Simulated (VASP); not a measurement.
# AgBr (Fm-3m) in VASP: settings compared

AgBr is run at these levels: PBE, revPBE; tasks: electric field gradients.

Everything below comes from runs of VASP 6.6.1. Logs are shortened: lines on timing, memory, paths and dates and some standing lists are left out, and cuts for length are marked.

**1. The cell of the first run**

It takes space group Fm-3m (No. 225, cubic). The conventional cell has a = 5.674 Å, b = 5.674 Å, c = 5.674 Å, α = 90.00°, β = 90.00°, γ = 90.00°. Ag (site symmetry m-3m) has 6 Br at 2.84 Å within 3.7 Å. Within 3.7 Å of Br (site symmetry m-3m) lie 6 Ag at 2.84 Å.

**2. Electric field gradients, PBE (volume scaled by 0.95)**

File INCAR:

```
SYSTEM = AgBr
ALGO = Normal
EDIFF = 1E-8
ENCUT = 400
GGA = PE
GGA_COMPAT = .False.
ISIF = 2
ISMEAR = -1
LASPH = .True.
LCHARG = .False.
LEFG = .True.
LREAL = .False.
LWAVE = .False.
NBANDS = 16
NELM = 120
PREC = Accurate
SIGMA = 0.02
```

File KPOINTS:

```
k-points
0
Gamma
  7 7 7
  0 0 0
```

File POSCAR:

```
AgBr
1.0
    0.0000000000      2.8371244466      2.8371244466
    2.8371244466      0.0000000000      2.8371244466
    2.8371244466      2.8371244466      0.0000000000
Ag Br
1 1
Direct
    0.5000000000      0.5000000000      0.5000000000
    0.0000000000      0.0000000000      0.0000000000
```

Potentials or basis: VASP PAW PBE potentials, release 64 (Ag, Br).

On the command line:

```sh
cat potpaw_PBE.64/Ag/POTCAR potpaw_PBE.64/Br/POTCAR > POTCAR
mpirun -np 1 vasp_std > vasp.out
```

OUTCAR:

```text
SYSTEM = AgBr
   EDIFF = 1E-8
   ENCUT = 400
   GGA = PE
   ISIF = 2
   ISMEAR = -1
   LASPH = .True.
   LREAL = .False.
   NELM = 120
   PREC = Accurate

 ion  position               nearest neighbor table
   1  0.500  0.500  0.500-   2 2.84   2 2.84   2 2.84   2 2.84   2 2.84   2 2.84
   2  0.000  0.000  0.000-   1 2.84   1 2.84   1 2.84   1 2.84   1 2.84   1 2.84

  LATTYP: Found a face centered cubic cell.
 ALAT       =     5.6742488932

  Lattice vectors:

 A1 = (   0.0000000000,   2.8371244466,   2.8371244466)
 A2 = (   2.8371244466,   0.0000000000,   2.8371244466)
 A3 = (   2.8371244466,   2.8371244466,   0.0000000000)

Analysis of symmetry for initial positions (statically):
=====================================================================
 Subroutine PRICEL returns:
 Original cell was already a primitive cell.

 Routine SETGRP: Setting up the symmetry group for a
 face centered cubic supercell.

 Subroutine GETGRP returns: Found 48 space group operations
 (whereof 48 operations were pure point group operations)
 out of a pool of 48 trial point group operations.

The static configuration has the point symmetry O_h .

Analysis of symmetry for dynamics (positions and initial velocities):
=====================================================================
 Subroutine PRICEL returns:
 Original cell was already a primitive cell.

 Routine SETGRP: Setting up the symmetry group for a
 face centered cubic supercell.

 Subroutine GETGRP returns: Found 48 space group operations
 (whereof 48 operations were pure point group operations)
 out of a pool of 48 trial point group operations.

The dynamic configuration has the point symmetry O_h .

 Subroutine INISYM returns: Found 48 space group operations
 (whereof 48 operations are pure point group operations),
 and found     1 'primitive' translations

----------------------------------------------------------------------------------------

                                     Primitive cell

  volume of cell :      45.6736

  direct lattice vectors                    reciprocal lattice vectors
     0.000000000  2.837124447  2.837124447    -0.176234779  0.176234779  0.176234779
     2.837124447  0.000000000  2.837124447     0.176234779 -0.176234779  0.176234779
     2.837124447  2.837124447  0.000000000     0.176234779  0.176234779 -0.176234779

  length of vectors
     4.012299871  4.012299871  4.012299871     0.305247591  0.305247591  0.305247591

  position of ions in fractional coordinates (direct lattice)
     0.500000000  0.500000000  0.500000000
     0.000000000  0.000000000  0.000000000

  ion indices of the primitive-cell ions
   primitive index   ion index
                 1           1
                 2           2

----------------------------------------------------------------------------------------

 KPOINTS: k-points

Automatic generation of k-mesh.
 Grid dimensions read from file:
 generate k-points for:    7    7    7

 Generating k-lattice:

  Cartesian coordinates                     Fractional coordinates (reciprocal lattice)
    -0.025176397  0.025176397  0.025176397     0.142857143  0.000000000  0.000000000
     0.025176397 -0.025176397  0.025176397     0.000000000  0.142857143  0.000000000
     0.025176397  0.025176397 -0.025176397     0.000000000  0.000000000  0.142857143

  Length of vectors
     0.043606799  0.043606799  0.043606799

  Shift w.r.t. Gamma in fractional coordinates (k-lattice)
     0.000000000  0.000000000  0.000000000

 Subroutine IBZKPT returns following result:
 ===========================================

 Found     20 irreducible k-points:

 Following reciprocal coordinates:
            Coordinates               Weight
  0.000000  0.000000  0.000000      1.000000
  0.142857  0.000000  0.000000      8.000000
  0.285714  0.000000  0.000000      8.000000
  0.428571  0.000000  0.000000      8.000000
  0.142857  0.142857  0.000000      6.000000
  0.285714  0.142857  0.000000     24.000000
[... 12 lines left out ...]
 -0.428571  0.428571  0.142857     24.000000
 -0.285714  0.428571  0.142857     24.000000
   k-points           NKPTS =     20   k-points in BZ     NKDIM =     20   number of bands    NBANDS=     16
   number of dos      NEDOS =    301   number of ions     NIONS =      2
   total plane-waves  NPLWV =  21952
   dimension x,y,z NGX =    28 NGY =   28 NGZ =   28
   dimension x,y,z NGXF=    56 NGYF=   56 NGZF=   56
   ions per type =               1   1
   NGX,Y,Z   is equivalent  to a cutoff of  11.60, 11.60, 11.60 a.u.
   NGXF,Y,Z  is equivalent  to a cutoff of  23.20, 23.20, 23.20 a.u.
 SYSTEM =  AgBr
   PREC   = accura    normal or accurate (medium, high low for compatibility)
   ISTART =      0    job   : 0-new  1-cont  2-samecut
   ICHARG =      2    charge: 1-file 2-atom 10-const
   ISPIN  =      1    spin polarized calculation?
   LNONCOLLINEAR =      F non collinear calculations
   LSORBIT =      F    spin-orbit coupling
   LASPH  =      T    aspherical Exc in radial PAW
   ENCUT  =  400.0 eV  29.40 Ry    5.42 a.u.   6.54  6.54  6.54*2*pi/ulx,y,z
   NELM   =    120;   NELMIN=  2; NELMDL= -5     # of ELM steps
   EDIFF  = 0.1E-07   stopping-criterion for ELM
   LREAL  =      F    real-space projection
   EDIFFG = 0.1E-06   stopping-criterion for IOM
   NSW    =      0    number of steps for IOM
   IBRION =     -1    ionic relax: 0-MD 1-quasi-New 2-CG
   NFREE  =      0    steps in history (QN), initial steepest desc. (CG)
   ISIF   =      2    stress and relaxation
   ISYM   =      2    0-nonsym 1-usesym 2-fastsym
   POTIM  = 0.5000    time-step for ionic-motion
   TEBEG  =    0.0;   TEEND  =   0.0 temperature during run
   PSTRESS=    0.0 pullay stress
   NELECT =      18.0000    total number of electrons
   NUPDOWN=      -1.0000    fix difference up-down
   EMIN   =  10.00;   EMAX   =-10.00  energy-range for DOS
   EFERMI =   0.00;   METHOD = LEGACY
   ISMEAR =    -1;   SIGMA  =   0.02  broadening in eV -4-tet -1-fermi 0-gaus
   EFERMI_NEDOS =   21; number of points for ismear=-14 and -15
   IALGO  =     38    algorithm
   IMIX   =      4    mixing-type and parameters
     AMIX     =   0.40;   BMIX     =  1.00
     AMIX_MAG =   1.60;   BMIX_MAG =  1.00
  volume/ion in A,a.u.               =      22.84       154.11
  Fermi-wavevector in a.u.,A,eV,Ry     =   1.200265  2.268173 19.601056  1.440637
  Thomas-Fermi vector in A             =   2.336106
   LORBIT       =      0    0 simple, 1 ext, 2 COOP (PROOUT), +10 PAW based schemes
   GGA     = PE    functional components
   LHFCALC =     F    Hartree Fock is set to
   AEXX    =    0.0000 exact exchange contribution
   IVDW    =     0    specifies the selected vdW correction
   LEPSILON=     F    determine dielectric tensor
   LRPA    =     F    only Hartree local field effects (RPA)
 non-spin polarized calculation
  energy-cutoff  :      400.00
  volume of cell :       45.67
 maximum number of plane-waves:       869
 NGX is ok and might be reduce to    28
   NGX = 13   NGY = 13   NGZ = 13

 number of electron      18.0000006 magnetization

 Free energy of the ion-electron system (eV)
  ---------------------------------------------------
  ext. energy  EPLUGINS =         0.00000000
  ---------------------------------------------------
  free energy    TOTEN  =        -4.94975735 eV

  energy without entropy =       -4.94975735  energy(sigma->0) =       -4.94975735

 E-fermi :   4.3823     XC(G=0): -10.0389

 val. band max:        3.9800018337   @ k =   0.4286   0.0000   0.0000
 cond. band min:       4.7251296608   @ k =   0.0000   0.0000   0.0000
 fundamental gap:      0.7451278270
 Fermi energy:         4.3822723222

 k-point     1 :       0.0000    0.0000    0.0000
  band No.  band energies     occupation
      1     -11.2569      2.00000
      2       1.1048      2.00000
      3       1.1048      2.00000
      4       1.1048      2.00000
      5       1.1057      2.00000
      6       1.1057      2.00000
[... 8 lines left out ...]
     15      15.9929      0.00000
     16      15.9929      0.00000
[... 343 lines left out ...]
 k-point    20 :      -0.2857    0.4286    0.1429
  band No.  band energies     occupation
      1     -10.6988      2.00000
      2      -0.5095      2.00000
      3      -0.2177      2.00000
      4      -0.0851      2.00000
      5       1.4052      2.00000
      6       1.5022      2.00000
[... 8 lines left out ...]
     15      16.8867      0.00000
     16      19.4583      0.00000

------------------------ aborting loop because EDIFF is reached ----------------------------------------

  FORCE on cell =-STRESS in cart. coord.  units (eV):
  Direction    XX          YY          ZZ          XY          YZ          ZX
  --------------------------------------------------------------------------------------
  -------------------------------------------------------------------------------------
  Total        1.1407681      1.1407681      1.1407681     -0.0000000      0.0000000      0.0000000
  in kB       40.0168405     40.0168405     40.0168405     -0.0000000      0.0000000      0.0000000
  external PRESSURE =      40.0168405 kB  Pullay stress =       0.0000000 kB

 VOLUME and BASIS-vectors are now :
 -----------------------------------------------------------------------------
  energy-cutoff  :      400.00
  volume of cell :       45.67
      direct lattice vectors                 reciprocal lattice vectors
     0.000000000  2.837124447  2.837124447    -0.176234779  0.176234779  0.176234779
     2.837124447  0.000000000  2.837124447     0.176234779 -0.176234779  0.176234779
     2.837124447  2.837124447  0.000000000     0.176234779  0.176234779 -0.176234779

 POSITION                                       TOTAL-FORCE (eV/Angst)
 -----------------------------------------------------------------------------------
      2.83712      2.83712      2.83712        -0.000000      0.000000     -0.000000
      0.00000      0.00000      0.00000         0.000000     -0.000000      0.000000
 -----------------------------------------------------------------------------------
    total drift:                                0.000000      0.000000      0.000000

  FREE ENERGIE OF THE ION-ELECTRON SYSTEM (eV)
  ---------------------------------------------------
  free  energy   TOTEN  =        -4.9497573533 eV

  energy  without entropy=       -4.9497573531  energy(sigma->0) =       -4.94975735

 Electric field gradients (V/A^2)
---------------------------------------------------------------------
 ion       V_xx      V_yy      V_zz      V_xy      V_xz      V_yz
---------------------------------------------------------------------
   1       0.000     0.000     0.000    -0.002    -0.002    -0.002
   2       0.000     0.000    -0.000    -0.000    -0.000    -0.000
---------------------------------------------------------------------

 Electric field gradients after diagonalization (V/A^2)
 (convention: |V_zz| > |V_xx| > |V_yy|)
----------------------------------------------------------------------
 ion       V_xx      V_yy      V_zz     asymmetry (V_yy - V_xx)/ V_zz
----------------------------------------------------------------------
   1       0.002     0.002    -0.003       0.000
   2       0.000     0.000    -0.000       0.000
----------------------------------------------------------------------

           NMR quadrupolar parameters

 Cq : quadrupolar parameter    Cq=e*Q*V_zz/h
 eta: asymmetry parameters     (V_yy - V_xx)/ V_zz
 Q  : nuclear electric quadrupole moment in mb (millibarn)
----------------------------------------------------------------------
 ion       Cq(MHz)       eta       Q (mb)
----------------------------------------------------------------------
   1      -0.000       0.000       1.000
   2      -0.000       0.000       1.000
----------------------------------------------------------------------
```

Wall time 6.5 s (1 thread of Intel Xeon 6975P-C (Granite Rapids), shared host); peak memory 0.15 GiB.

What came out:

```
Free energy            : -4.9498 eV
Pressure               : 4.0 GPa
Band gap on the k mesh : 0.75 eV, indirect (least direct gap 2.73 eV)
```

Levels at points of the mesh, in eV from the valence-band top:
```
           k point  band 5  band 6  band 7  band 8  band 9  band 10  band 11  band 12  band 13  band 14
(0.00, 0.00, 0.00)   -2.87   -2.87   -1.98   -1.98   -1.98     0.75     9.98     9.98     9.98    11.14
```

Caveat: without QUAD_EFG the Cq values of the log hold for a quadrupole moment of 1 mb, not for the nuclei. A k mesh can miss the band edges.

(Part 1 of 2 ends here.)
